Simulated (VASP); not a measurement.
# Cu in VASP: a series of runs

Runs on Cu. Level: LDA. Tasks: single point.

All numbers are computed with VASP 6.6.1; they aren't measurements. Logs are shortened: lines on timing, memory, paths and dates and some standing lists are left out, and cuts for length are marked.

### 1 The cell of the first run

The cell holds a slab with vacuum, 3 atoms: a = 2.487 Å, b = 2.487 Å, c = 19.518 Å, α = 90.00°, β = 90.00°, γ = 90.00°.

### 2 Single point, LDA

File INCAR:

```
SYSTEM = Cu
PREC = Accurate
ENCUT = 520
EDIFF = 1E-6
ISMEAR = -1
SIGMA = 0.08
LREAL = .FALSE.
LASPH = .TRUE.
NELM = 100
ALGO = Normal
ISIF = 2
LWAVE = .FALSE.
LCHARG = .TRUE.
LDIPOL = .TRUE.
IDIPOL = 3
DIPOL = 0.5 0.5 0.500
GGA = CA
LELF = .TRUE.
LVHAR = .TRUE.
LVACPOTAV = .TRUE.
EFIELD = -0.1
NBANDS = 24
```

File KPOINTS:

```
regular mesh
0
G
  15 15 1
  0 0 0
```

File POSCAR:

```
Cu
1.0
    2.4874897871      0.0000000000      0.0000000000
    0.0000000000      2.4874897871      0.0000000000
    0.0000000000      0.0000000000     19.5178000000
Cu
3
Direct
    0.0000000000      0.0000000000      0.4122684683
    0.5000000000      0.5000000000      0.4999998093
    0.0000000000      0.0000000000      0.5877317224
```

Potentials or basis: VASP PAW LDA potentials, release 64 (Cu).

Command:

```
cat potpaw_LDA.64/Cu/POTCAR > POTCAR
mpirun -np 1 vasp_std > vasp.out
```

OUTCAR:

```text
SYSTEM = Cu
   PREC = Accurate
   ENCUT = 520
   EDIFF = 1E-6
   ISMEAR = -1
   LREAL = .FALSE.
   LASPH = .TRUE.
   NELM = 100
   ISIF = 2
   GGA = CA

 ion  position               nearest neighbor table
   1  0.000  0.000  0.412-   2 2.45   2 2.45   2 2.45   2 2.45
   2  0.500  0.500  0.500-   1 2.45   1 2.45   1 2.45   1 2.45   3 2.45   3 2.45   3 2.45   3 2.45

   3  0.000  0.000  0.588-   2 2.45   2 2.45   2 2.45   2 2.45

  LATTYP: Found a simple tetragonal cell.
 ALAT       =     2.4874897871
 C/A-ratio  =     7.8463839736

  Lattice vectors:

 A1 = (   2.4874897871,   0.0000000000,   0.0000000000)
 A2 = (   0.0000000000,   2.4874897871,   0.0000000000)
 A3 = (   0.0000000000,   0.0000000000,  19.5178000000)

Analysis of symmetry for initial positions (statically):
=====================================================================
 Subroutine PRICEL returns:
 Original cell was already a primitive cell.

 Routine SETGRP: Setting up the symmetry group for a
 simple tetragonal supercell.

 Subroutine GETGRP returns: Found 16 space group operations
 (whereof 16 operations were pure point group operations)
 out of a pool of 16 trial point group operations.

The static configuration has the point symmetry D_4h.

Analysis of symmetry for dynamics (positions and initial velocities):
=====================================================================
 An external electric field (EFIELD) may reduce the allowed symmetry operations
 Subroutine PRICEL returns:
 Original cell was already a primitive cell.

 Routine SETGRP: Setting up the symmetry group for a
 simple tetragonal supercell.

 Subroutine GETGRP returns: Found  8 space group operations
 (whereof  8 operations were pure point group operations)
 out of a pool of 16 trial point group operations.

The dynamic configuration has the point symmetry C_4v.

 Subroutine INISYM returns: Found  8 space group operations
 (whereof  8 operations are pure point group operations),
 and found     1 'primitive' translations

----------------------------------------------------------------------------------------

                                     Primitive cell

  volume of cell :     120.7684

  direct lattice vectors                    reciprocal lattice vectors
     2.487489787  0.000000000  0.000000000     0.402011701  0.000000000  0.000000000
     0.000000000  2.487489787  0.000000000     0.000000000  0.402011701  0.000000000
     0.000000000  0.000000000 19.517800000     0.000000000  0.000000000  0.051235283

  length of vectors
     2.487489787  2.487489787 19.517800000     0.402011701  0.402011701  0.051235283

  position of ions in fractional coordinates (direct lattice)
     0.000000000  0.000000000  0.412268468
     0.500000000  0.500000000  0.499999809
     0.000000000  0.000000000  0.587731722

  ion indices of the primitive-cell ions
   primitive index   ion index
                 1           1
                 2           2
                 3           3

----------------------------------------------------------------------------------------

 KPOINTS: regular mesh

Automatic generation of k-mesh.
 Grid dimensions read from file:
 generate k-points for:   15   15    1

 Generating k-lattice:

  Cartesian coordinates                     Fractional coordinates (reciprocal lattice)
     0.026800780  0.000000000  0.000000000     0.066666667  0.000000000  0.000000000
     0.000000000  0.026800780  0.000000000     0.000000000  0.066666667  0.000000000
     0.000000000  0.000000000  0.051235283     0.000000000  0.000000000  1.000000000

  Length of vectors
     0.026800780  0.026800780  0.051235283

  Shift w.r.t. Gamma in fractional coordinates (k-lattice)
     0.000000000  0.000000000  0.000000000

 Subroutine IBZKPT returns following result:
 ===========================================

 Found     36 irreducible k-points:

 Following reciprocal coordinates:
            Coordinates               Weight
  0.000000  0.000000  0.000000      1.000000
  0.066667  0.000000  0.000000      4.000000
  0.133333  0.000000  0.000000      4.000000
  0.200000  0.000000  0.000000      4.000000
  0.266667  0.000000  0.000000      4.000000
  0.333333  0.000000  0.000000      4.000000
[... 16 lines left out ...]
  0.266667  0.200000  0.000000      8.000000
  0.333333  0.200000  0.000000      8.000000
 [... further k-points ...]
   k-points           NKPTS =     36   k-points in BZ     NKDIM =     36   number of bands    NBANDS=     24
   number of dos      NEDOS =    301   number of ions     NIONS =      3
   total plane-waves  NPLWV =  60000
   dimension x,y,z NGX =    20 NGY =   20 NGZ =  150
   dimension x,y,z NGXF=    40 NGYF=   40 NGZF=  300
   ions per type =               3
   NGX,Y,Z   is equivalent  to a cutoff of  13.37, 13.37, 12.78 a.u.
   NGXF,Y,Z  is equivalent  to a cutoff of  26.73, 26.73, 25.55 a.u.
 SYSTEM =  Cu
   PREC   = accura    normal or accurate (medium, high low for compatibility)
   ISTART =      0    job   : 0-new  1-cont  2-samecut
   ICHARG =      2    charge: 1-file 2-atom 10-const
   ISPIN  =      1    spin polarized calculation?
   LNONCOLLINEAR =      F non collinear calculations
   LSORBIT =      F    spin-orbit coupling
   LASPH  =      T    aspherical Exc in radial PAW
   ENCUT  =  520.0 eV  38.22 Ry    6.18 a.u.   4.63  4.63 36.29*2*pi/ulx,y,z
   NELM   =    100;   NELMIN=  2; NELMDL= -5     # of ELM steps
   EDIFF  = 0.1E-05   stopping-criterion for ELM
   LREAL  =      F    real-space projection
   EDIFFG = 0.1E-04   stopping-criterion for IOM
   NSW    =      0    number of steps for IOM
   IBRION =     -1    ionic relax: 0-MD 1-quasi-New 2-CG
   NFREE  =      0    steps in history (QN), initial steepest desc. (CG)
   ISIF   =      2    stress and relaxation
   ISYM   =      2    0-nonsym 1-usesym 2-fastsym
   POTIM  = 0.5000    time-step for ionic-motion
   TEBEG  =    0.0;   TEEND  =   0.0 temperature during run
   PSTRESS=    0.0 pullay stress
   NELECT =      33.0000    total number of electrons
   NUPDOWN=      -1.0000    fix difference up-down
   EMIN   =  10.00;   EMAX   =-10.00  energy-range for DOS
   EFERMI =   0.00;   METHOD = LEGACY
   ISMEAR =    -1;   SIGMA  =   0.08  broadening in eV -4-tet -1-fermi 0-gaus
   EFERMI_NEDOS =   21; number of points for ismear=-14 and -15
   IALGO  =     38    algorithm
   IMIX   =      4    mixing-type and parameters
     AMIX     =   0.40;   BMIX     =  1.00
     AMIX_MAG =   1.60;   BMIX_MAG =  1.00
  volume/ion in A,a.u.               =      40.26       271.66
  Fermi-wavevector in a.u.,A,eV,Ry     =   1.062335  2.007523 15.354943  1.128556
  Thomas-Fermi vector in A             =   2.197783
   LORBIT       =      0    0 simple, 1 ext, 2 COOP (PROOUT), +10 PAW based schemes
   GGA     = CA    functional components
   LHFCALC =     F    Hartree Fock is set to
   AEXX    =    0.0000 exact exchange contribution
   IVDW    =     0    specifies the selected vdW correction
   LEPSILON=     F    determine dielectric tensor
   LRPA    =     F    only Hartree local field effects (RPA)
 non-spin polarized calculation
  energy-cutoff  :      520.00
  volume of cell :      120.77
 maximum number of plane-waves:      3319
 NGX is ok and might be reduce to    20
   NGX =  9   NGY =  9   NGZ = 73

 number of electron      33.0000039 magnetization

 dipolmoment           0.000000      0.000000     -0.022241 electrons x Angstroem

 Free energy of the ion-electron system (eV)
  ---------------------------------------------------
  ext. energy  EPLUGINS =         0.00000000
  ---------------------------------------------------
  free energy    TOTEN  =       -12.61183436 eV

  energy without entropy =      -12.59162691  energy(sigma->0) =      -12.60173064

 E-fermi :  -1.3359     XC(G=0):  -4.7031

 val. band max:       -1.3866659246   @ k =   0.4000   0.1333   0.0000
 cond. band min:      -1.2507155281   @ k =   0.4667   0.0667   0.0000
 fundamental gap:      0.1359503965
 Fermi energy:        -1.3358843521

 k-point     1 :       0.0000    0.0000    0.0000
  band No.  band energies     occupation
      1     -10.2995      2.00000
      2      -7.5704      2.00000
      3      -6.4550      2.00000
      4      -5.9310      2.00000
      5      -5.0142      2.00000
      6      -4.5724      2.00000
[... 16 lines left out ...]
     23       6.0866      0.00000
     24       6.8771      0.00000

 k-point     2 :       0.0667    0.0000    0.0000
  band No.  band energies     occupation
      1     -10.1885      2.00000
      2      -7.4746      2.00000
      3      -6.3892      2.00000
      4      -5.9012      2.00000
      5      -5.0025      2.00000
      6      -4.5457      2.00000
[... 16 lines left out ...]
     23       6.1999      0.00000
     24       6.9731      0.00000

 k-point     3 :       0.1333    0.0000    0.0000
  band No.  band energies     occupation
      1      -9.8609      2.00000
      2      -7.2059      2.00000
      3      -6.2106      2.00000
      4      -5.8105      2.00000
      5      -4.9623      2.00000
      6      -4.4724      2.00000
[... 16 lines left out ...]
     23       6.5390      0.00000
     24       7.2589      0.00000

 k-point     4 :       0.2000    0.0000    0.0000
  band No.  band energies     occupation
      1      -9.3351      2.00000
      2      -6.8343      2.00000
      3      -5.9835      2.00000
      4      -5.6484      2.00000
      5      -4.8629      2.00000
      6      -4.4200      2.00000
[... 16 lines left out ...]
     23       7.1008      0.00000
     24       7.4667      0.00000

 k-point     5 :       0.2667    0.0000    0.0000
  band No.  band energies     occupation
      1      -8.6492      2.00000
      2      -6.5035      2.00000
      3      -5.8012      2.00000
      4      -5.4102      2.00000
      5      -4.6727      2.00000
      6      -4.3182      2.00000
[... 16 lines left out ...]
     23       6.0409      0.00000
     24       7.8184      0.00000

 k-point     6 :       0.3333    0.0000    0.0000
  band No.  band energies     occupation
      1      -7.8786      2.00000
      2      -6.3360      2.00000
      3      -5.6922      2.00000
      4      -5.1589      2.00000
      5      -4.5686      2.00000
      6      -4.2949      2.00000
[... 16 lines left out ...]
     23       6.7418      0.00000
     24       6.9886      0.00000
[... 379 lines left out ...]
 k-point    21 :       0.4667    0.1333    0.0000
  band No.  band energies     occupation
      1      -6.4412      2.00000
      2      -6.1236      2.00000
      3      -5.5633      2.00000
      4      -4.9460      2.00000
      5      -4.9252      2.00000
      6      -4.6625      2.00000
[... 16 lines left out ...]
     23       8.5000      0.00000
     24       8.8251      0.00000

 k-point    22 :       0.2000    0.2000    0.0000
  band No.  band energies     occupation
      1      -8.4291      2.00000
      2      -6.1595      2.00000
      3      -5.5742      2.00000
      4      -5.4113      2.00000
      5      -5.0950      2.00000
      6      -4.4678      2.00000
[... 16 lines left out ...]
     23       7.8288      0.00000
     24       8.1085      0.00000

 k-point    23 :       0.2667    0.2000    0.0000
  band No.  band energies     occupation
      1      -7.8099      2.00000
      2      -5.9210      2.00000
      3      -5.4339      2.00000
      4      -5.2708      2.00000
      5      -5.1340      2.00000
      6      -4.5394      2.00000
[... 16 lines left out ...]
     23       6.9634      0.00000
     24       8.6940      0.00000

 k-point    24 :       0.3333    0.2000    0.0000
  band No.  band energies     occupation
      1      -7.1496      2.00000
      2      -5.8867      2.00000
      3      -5.3885      2.00000
      4      -5.2008      2.00000
      5      -5.1252      2.00000
      6      -4.5245      2.00000
[... 16 lines left out ...]
     23       7.6736      0.00000
     24       7.9362      0.00000

 [... further k-points ...]
[... 5 lines left out ...]
  --------------------------------------------------------------------------------------
  -------------------------------------------------------------------------------------
  Total       -1.4427722     -1.4427722      0.1440477      0.0000000      0.0000000      0.0000000
  in kB      -19.1405708    -19.1405708      1.9110115      0.0000000      0.0000000      0.0000000
  external PRESSURE =     -12.1233767 kB  Pullay stress =       0.0000000 kB

 VOLUME and BASIS-vectors are now :
 -----------------------------------------------------------------------------
  energy-cutoff  :      520.00
  volume of cell :      120.77
      direct lattice vectors                 reciprocal lattice vectors
     2.487489787  0.000000000  0.000000000     0.402011701  0.000000000  0.000000000
     0.000000000  2.487489787  0.000000000     0.000000000  0.402011701  0.000000000
     0.000000000  0.000000000 19.517800000     0.000000000  0.000000000  0.051235283

 POSITION                                       TOTAL-FORCE (eV/Angst)
 -----------------------------------------------------------------------------------
      0.00000      0.00000      8.04657         0.000000      0.000000     -0.049540
      1.24374      1.24374      9.75890         0.000000     -0.000000      0.003975
      0.00000      0.00000     11.47123         0.000000      0.000000      0.045565
 -----------------------------------------------------------------------------------
    total drift:                               -0.000000      0.000000      0.000221

  FREE ENERGIE OF THE ION-ELECTRON SYSTEM (eV)
  ---------------------------------------------------
  free  energy   TOTEN  =       -12.6118343614 eV

  energy  without entropy=      -12.5916269143  energy(sigma->0) =      -12.60173064

 vacuum level on the upper side and lower side of the slab         4.099         3.217
```

Run time: 70 s. Hardware: 1 thread of Intel Xeon 6975P-C (Granite Rapids), shared host; peak memory 0.23 GiB.

Results:

```
Free energy   : -12.6118 eV
Largest force : 0.050 eV/Å
```

Forces in eV/Å, atoms in the order of the input:
```
Cu   0.000  0.000 -0.050
Cu   0.000  0.000  0.004
Cu   0.000  0.000  0.046
```

### 3 Single point, LDA

File INCAR:

```
ALGO     = Normal         # electronic algorithm
EDIFF    = 1E-6           # SCF threshold, eV
ENCUT    = 520            # plane-wave cutoff, eV
ISIF     = 2              # what is computed and relaxed
ISMEAR   = -1             # smearing method
LASPH    = True           # aspherical terms in the spheres
LCHARG   = False          # write CHGCAR
LREAL    = False          # projectors in reciprocal space
LWAVE    = False          # write WAVECAR
NBANDS   = 24             # bands
NELM     = 60             # most SCF steps
PREC     = Accurate       # precision mode
SIGMA    = 0.08           # smearing width, eV
```

File KPOINTS:

```
k-points
0
Gamma
  15 15 1
```

POSCAR is that of step 2.

Potentials or basis: VASP PAW LDA potentials, release 64 (Cu).

Command:

```
cat potpaw_LDA.64/Cu/POTCAR > POTCAR
mpirun -np 1 vasp_std > vasp.out
```

Wall time 60 s (1 thread of Intel Xeon 6975P-C (Granite Rapids), shared host); peak memory 0.23 GiB.

It converged, with:

| Property | Result |
| --- | --- |
| Free energy | -12.6107 eV |
| Largest force | 0.047 eV/Å |

Forces in eV/Å, atoms in the order of the input:
```
Cu   0.000  0.000 -0.047
Cu   0.000  0.000  0.000
Cu   0.000  0.000  0.047
```

Levels at points of the mesh, in eV from the Fermi level:
```tsv
k point	band 14	band 15	band 16	band 17	band 18	band 19	band 20	band 21
(0.00, 0.00, 0.00)	-1.60	-1.49	-1.49	-1.48	-0.99	1.18	4.65	5.16
```
